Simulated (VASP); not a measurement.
# PtPbS3 (Pm-3m) in VASP: density of states with PBE

Aim: the density of states of PtPbS3 with PBE.

Everything below comes from runs of VASP 6.6.1. Logs are shortened: lines on timing, memory, paths and dates and some standing lists are left out, and cuts for length are marked.

### Step 1. The cell of the first run

Symmetry: Pm-3m, No. 221, cubic system. Conventional cell: a = 4.788 Å, b = 4.788 Å, c = 4.788 Å, α = 90.00°, β = 90.00°, γ = 90.00°. Within 3.2 Å of Pt (site symmetry m-3m) lie 6 S at 2.39 Å. Pb (site symmetry m-3m) has 12 S at 3.39 Å and 8 Pt at 4.15 Å within 4.5 Å. S (site symmetry 4/mmm) has 2 Pt at 2.39 Å within 3.2 Å.

### Step 2. Density of states, PBE

Input file POSCAR:

```
PtPbS3
1.0
    4.7879141343      0.0000000000      0.0000000000
    0.0000000000      4.7879141343      0.0000000000
    0.0000000000      0.0000000000      4.7879141343
Pt Pb S
1 1 3
Direct
    0.0000000000      0.0000000000      0.0000000000
    0.5000000000      0.5000000000      0.5000000000
    0.5000000000      0.0000000000      0.0000000000
    0.0000000000      0.5000000000      0.0000000000
    0.0000000000      0.0000000000      0.5000000000
```

Input file INCAR.step1:

```
PREC     = Accurate       # precision mode
ENCUT    = 520            # plane-wave cutoff, eV
EDIFF    = 1E-6           # SCF threshold, eV
ISMEAR   = 0              # smearing method
SIGMA    = 0.1            # smearing width, eV
LREAL    = False          # projectors in reciprocal space
LASPH    = True           # aspherical terms in the spheres
NELM     = 100            # most SCF steps
ALGO     = Normal         # electronic algorithm
ISIF     = 2              # what is computed and relaxed
LWAVE    = False          # write WAVECAR
LCHARG   = True           # write CHGCAR
LMAXMIX  = 4              # l up to which the mixer works
GGA      = PE             # functional
NBANDS   = 29             # bands
```

Input file KPOINTS.step1:

```
Automatic mesh
0
Gamma
  8 8 8
```

Input file INCAR.step2:

```
PREC     = Accurate       # precision mode
ENCUT    = 520            # plane-wave cutoff, eV
EDIFF    = 1E-6           # SCF threshold, eV
ISMEAR   = -5             # smearing method
SIGMA    = 0.1            # smearing width, eV
LREAL    = False          # projectors in reciprocal space
LASPH    = True           # aspherical terms in the spheres
NELM     = 100            # most SCF steps
ALGO     = Normal         # electronic algorithm
ISIF     = 2              # what is computed and relaxed
LWAVE    = False          # write WAVECAR
LCHARG   = False          # write CHGCAR
LMAXMIX  = 4              # l up to which the mixer works
GGA      = PE             # functional
LORBIT   = 11             # projections on sites
NEDOS    = 2001           # points of the DOS
ICHARG   = 11             # starting density
```

Input file KPOINTS.step2:

```
Automatic mesh
0
Gamma
  12 12 12
```

Potentials or basis: VASP PAW PBE potentials, release 64 (Pt, Pb_d, S).

Launch:

```console
$ cat potpaw_PBE.64/Pt/POTCAR potpaw_PBE.64/Pb_d/POTCAR potpaw_PBE.64/S/POTCAR > POTCAR
$ cp INCAR.step1 INCAR
$ cp KPOINTS.step1 KPOINTS
$ mpirun -np 1 vasp_std > vasp.out
$ cp INCAR.step2 INCAR
$ cp KPOINTS.step2 KPOINTS
$ mpirun -np 1 vasp_std > vasp.out
```

OUTCAR:

```text
PREC = Accurate
   ENCUT = 520
   EDIFF = 1E-6
   ISMEAR = -5
   LREAL = False
   LASPH = True
   NELM = 100
   ISIF = 2
   GGA = PE
   LORBIT = 11
   ICHARG = 11

 ion  position               nearest neighbor table
   1  0.000  0.000  0.000-   3 2.39   4 2.39   5 2.39   5 2.39   4 2.39   3 2.39
   2  0.500  0.500  0.500-   3 3.39   4 3.39   5 3.39   3 3.39   4 3.39   3 3.39   5 3.39   3 3.39
                             4 3.39   5 3.39   4 3.39   5 3.39
   3  0.500  0.000  0.000-   1 2.39   1 2.39   2 3.39   2 3.39   2 3.39   2 3.39
   4  0.000  0.500  0.000-   1 2.39   1 2.39   2 3.39   2 3.39   2 3.39   2 3.39
   5  0.000  0.000  0.500-   1 2.39   1 2.39   2 3.39   2 3.39   2 3.39   2 3.39

  LATTYP: Found a simple cubic cell.
 ALAT       =     4.7879141343

  Lattice vectors:

 A1 = (   4.7879141343,   0.0000000000,   0.0000000000)
 A2 = (   0.0000000000,   4.7879141343,   0.0000000000)
 A3 = (   0.0000000000,   0.0000000000,   4.7879141343)

Analysis of symmetry for initial positions (statically):
=====================================================================
 Subroutine PRICEL returns:
 Original cell was already a primitive cell.

 Routine SETGRP: Setting up the symmetry group for a
 simple cubic supercell.

 Subroutine GETGRP returns: Found 48 space group operations
 (whereof 48 operations were pure point group operations)
 out of a pool of 48 trial point group operations.

The static configuration has the point symmetry O_h .

Analysis of symmetry for dynamics (positions and initial velocities):
=====================================================================
 Subroutine PRICEL returns:
 Original cell was already a primitive cell.

 Routine SETGRP: Setting up the symmetry group for a
 simple cubic supercell.

 Subroutine GETGRP returns: Found 48 space group operations
 (whereof 48 operations were pure point group operations)
 out of a pool of 48 trial point group operations.

The dynamic configuration has the point symmetry O_h .

 Subroutine INISYM returns: Found 48 space group operations
 (whereof 48 operations are pure point group operations),
 and found     1 'primitive' translations

----------------------------------------------------------------------------------------

                                     Primitive cell

  volume of cell :     109.7587

  direct lattice vectors                    reciprocal lattice vectors
     4.787914134  0.000000000  0.000000000     0.208859218  0.000000000  0.000000000
     0.000000000  4.787914134  0.000000000     0.000000000  0.208859218  0.000000000
     0.000000000  0.000000000  4.787914134     0.000000000  0.000000000  0.208859218

  length of vectors
     4.787914134  4.787914134  4.787914134     0.208859218  0.208859218  0.208859218

  position of ions in fractional coordinates (direct lattice)
     0.000000000  0.000000000  0.000000000
     0.500000000  0.500000000  0.500000000
     0.500000000  0.000000000  0.000000000
     0.000000000  0.500000000  0.000000000
     0.000000000  0.000000000  0.500000000

  ion indices of the primitive-cell ions
   primitive index   ion index
                 1           1
                 2           2
                 3           3
                 4           4
                 5           5

----------------------------------------------------------------------------------------

 KPOINTS: Automatic mesh

Automatic generation of k-mesh.
 Grid dimensions read from file:
 generate k-points for:   12   12   12

 Generating k-lattice:

  Cartesian coordinates                     Fractional coordinates (reciprocal lattice)
     0.017404935  0.000000000  0.000000000     0.083333333  0.000000000  0.000000000
     0.000000000  0.017404935  0.000000000     0.000000000  0.083333333  0.000000000
     0.000000000  0.000000000  0.017404935     0.000000000  0.000000000  0.083333333

  Length of vectors
     0.017404935  0.017404935  0.017404935

  Shift w.r.t. Gamma in fractional coordinates (k-lattice)
     0.000000000  0.000000000  0.000000000

 TETIRR: Found    854 inequivalent tetrahedra from    10368

 Subroutine IBZKPT returns following result:
 ===========================================

 Found     84 irreducible k-points:

 Following reciprocal coordinates:
            Coordinates               Weight
  0.000000  0.000000  0.000000      1.000000
  0.083333  0.000000  0.000000      6.000000
  0.166667  0.000000  0.000000      6.000000
  0.250000  0.000000  0.000000      6.000000
  0.333333  0.000000  0.000000      6.000000
  0.416667  0.000000  0.000000      6.000000
[... 16 lines left out ...]
  0.333333  0.333333  0.000000     12.000000
  0.416667  0.333333  0.000000     24.000000
 [... further k-points ...]
   k-points           NKPTS =     84   k-points in BZ     NKDIM =     84   number of bands    NBANDS=     25
   number of dos      NEDOS =   2001   number of ions     NIONS =      5
   total plane-waves  NPLWV =  46656
   dimension x,y,z NGX =    36 NGY =   36 NGZ =   36
   dimension x,y,z NGXF=    72 NGYF=   72 NGZF=   72
   ions per type =               1   1   3
   NGX,Y,Z   is equivalent  to a cutoff of  12.50, 12.50, 12.50 a.u.
   NGXF,Y,Z  is equivalent  to a cutoff of  25.00, 25.00, 25.00 a.u.
 SYSTEM =  unknown system
   PREC   = accura    normal or accurate (medium, high low for compatibility)
   ISTART =      0    job   : 0-new  1-cont  2-samecut
   ICHARG =     11    charge: 1-file 2-atom 10-const
   ISPIN  =      1    spin polarized calculation?
   LNONCOLLINEAR =      F non collinear calculations
   LSORBIT =      F    spin-orbit coupling
   LASPH  =      T    aspherical Exc in radial PAW
   ENCUT  =  520.0 eV  38.22 Ry    6.18 a.u.   8.90  8.90  8.90*2*pi/ulx,y,z
   NELM   =    100;   NELMIN=  2; NELMDL=  0     # of ELM steps
   EDIFF  = 0.1E-05   stopping-criterion for ELM
   LREAL  =      F    real-space projection
   EDIFFG = 0.1E-04   stopping-criterion for IOM
   NSW    =      0    number of steps for IOM
   IBRION =     -1    ionic relax: 0-MD 1-quasi-New 2-CG
   NFREE  =      0    steps in history (QN), initial steepest desc. (CG)
   ISIF   =      2    stress and relaxation
   ISYM   =      2    0-nonsym 1-usesym 2-fastsym
   POTIM  = 0.5000    time-step for ionic-motion
   TEBEG  =    0.0;   TEEND  =   0.0 temperature during run
   PSTRESS=    0.0 pullay stress
   NELECT =      42.0000    total number of electrons
   NUPDOWN=      -1.0000    fix difference up-down
   EMIN   =  10.00;   EMAX   =-10.00  energy-range for DOS
   EFERMI =   0.00;   METHOD = LEGACY
   ISMEAR =    -5;   SIGMA  =   0.10  broadening in eV -4-tet -1-fermi 0-gaus
   EFERMI_NEDOS =   21; number of points for ismear=-14 and -15
   IALGO  =     38    algorithm
   IMIX   =      4    mixing-type and parameters
     AMIX     =   0.40;   BMIX     =  1.00
     AMIX_MAG =   1.60;   BMIX_MAG =  1.00
  volume/ion in A,a.u.               =      21.95       148.14
  Fermi-wavevector in a.u.,A,eV,Ry     =   1.188534  2.246003 19.219764  1.412613
  Thomas-Fermi vector in A             =   2.324661
   LORBIT       =     11    0 simple, 1 ext, 2 COOP (PROOUT), +10 PAW based schemes
   GGA     = PE    functional components
   LHFCALC =     F    Hartree Fock is set to
   AEXX    =    0.0000 exact exchange contribution
   IVDW    =     0    specifies the selected vdW correction
   LEPSILON=     F    determine dielectric tensor
   LRPA    =     F    only Hartree local field effects (RPA)
 non-spin polarized calculation
 Fermi weights with tetrahedron method with Bloechl corrections
  energy-cutoff  :      520.00
  volume of cell :      109.76
 maximum number of plane-waves:      3016
 NGX is ok and might be reduce to    36

 number of electron      42.0000013 magnetization

 Free energy of the ion-electron system (eV)
  ---------------------------------------------------
  ext. energy  EPLUGINS =         0.00000000
  ---------------------------------------------------
  free energy    TOTEN  =       -21.47164186 eV

  energy without entropy =      -21.47164186  energy(sigma->0) =      -21.47164186

 E-fermi :   5.3845     XC(G=0): -10.1831

 val. band max:        5.4065585124   @ k =   0.5000   0.5000   0.0000
 cond. band min:       5.2857889826   @ k =   0.5000   0.0000   0.0000
 fundamental gap:     -0.1207695298
 Fermi energy:         5.3845452043

 k-point     1 :       0.0000    0.0000    0.0000
  band No.  band energies     occupation
      1     -11.2829      2.00000
      2     -11.2829      2.00000
      3     -11.2681      2.00000
      4     -11.2681      2.00000
      5     -11.2681      2.00000
      6      -8.3128      2.00000
[... 17 lines left out ...]
     24       7.8731      0.00000
     25       9.9050      0.00000

 k-point     2 :       0.0833    0.0000    0.0000
  band No.  band energies     occupation
      1     -11.2826      2.00000
      2     -11.2820      2.00000
      3     -11.2685      2.00000
      4     -11.2685      2.00000
      5     -11.2681      2.00000
      6      -8.2822      2.00000
[... 17 lines left out ...]
     24       8.0994      0.00000
     25       9.6375      0.00000

 k-point     3 :       0.1667    0.0000    0.0000
  band No.  band energies     occupation
      1     -11.2817      2.00000
      2     -11.2798      2.00000
      3     -11.2694      2.00000
      4     -11.2694      2.00000
      5     -11.2680      2.00000
      6      -8.1943      2.00000
[... 552 lines left out ...]
 k-point    23 :       0.3333    0.3333    0.0000
  band No.  band energies     occupation
      1     -11.2815      2.00000
      2     -11.2747      2.00000
      3     -11.2715      2.00000
      4     -11.2715      2.00000
      5     -11.2671      2.00000
      6      -7.4902      2.00000
[... 17 lines left out ...]
     24       7.9564      0.00000
     25       8.1729      0.00000

 k-point    24 :       0.4167    0.3333    0.0000
  band No.  band energies     occupation
      1     -11.2837      2.00000
      2     -11.2740      2.00000
      3     -11.2724      2.00000
      4     -11.2715      2.00000
      5     -11.2651      2.00000
      6      -7.3531      2.00000
[... 17 lines left out ...]
     24       8.1294      0.00000
     25       8.6585      0.00000

 [... further k-points ...]

------------------------ aborting loop because EDIFF is reached ----------------------------------------

  FORCE on cell =-STRESS in cart. coord.  units (eV):
  Direction    XX          YY          ZZ          XY          YZ          ZX
  --------------------------------------------------------------------------------------
  -------------------------------------------------------------------------------------
  Total        0.5624862      0.5624862      0.5624862     -0.0000000     -0.0000000      0.0000000
  in kB        8.2107607      8.2107607      8.2107607     -0.0000000     -0.0000000      0.0000000
  external PRESSURE =       8.2107607 kB  Pullay stress =       0.0000000 kB

 VOLUME and BASIS-vectors are now :
 -----------------------------------------------------------------------------
  energy-cutoff  :      520.00
  volume of cell :      109.76
      direct lattice vectors                 reciprocal lattice vectors
     4.787914134  0.000000000  0.000000000     0.208859218  0.000000000  0.000000000
     0.000000000  4.787914134  0.000000000     0.000000000  0.208859218  0.000000000
     0.000000000  0.000000000  4.787914134     0.000000000  0.000000000  0.208859218

 POSITION                                       TOTAL-FORCE (eV/Angst)
 -----------------------------------------------------------------------------------
      0.00000      0.00000      0.00000         0.000000      0.000000      0.000000
      2.39396      2.39396      2.39396         0.000000      0.000000      0.000000
      2.39396      0.00000      0.00000         0.000000      0.000000      0.000000
      0.00000      2.39396      0.00000         0.000000      0.000000      0.000000
      0.00000      0.00000      2.39396         0.000000      0.000000      0.000000
 -----------------------------------------------------------------------------------
    total drift:                                0.000000      0.000000      0.000000

  FREE ENERGIE OF THE ION-ELECTRON SYSTEM (eV)
  ---------------------------------------------------
  free  energy   TOTEN  =       -21.4716418554 eV

  energy  without entropy=      -21.4716418554  energy(sigma->0) =      -21.47164186

 total charge

# of ion       s       p       d       tot
------------------------------------------
    1        0.638   0.604   8.138   9.380
    2        1.481   0.373   9.833  11.686
    3        1.364   2.266   0.000   3.630
    4        1.364   2.266   0.000   3.630
    5        1.364   2.266   0.000   3.630
--------------------------------------------------
tot          6.210   7.775  17.971  31.956
```

It took 2.9 min on 1 thread of Intel Xeon Platinum 8259CL at 2.50GHz (Skylake/Cascade Lake), shared host; peak memory 0.37 GiB.

What came out:

- Valence electrons inside the program's atomic spheres: Pt 9.38; Pb 11.69; S 3.63

Caveat: spin-orbit coupling is left out, which moves the levels of the heavy elements; tetrahedron occupations give inexact forces and stress in metals.
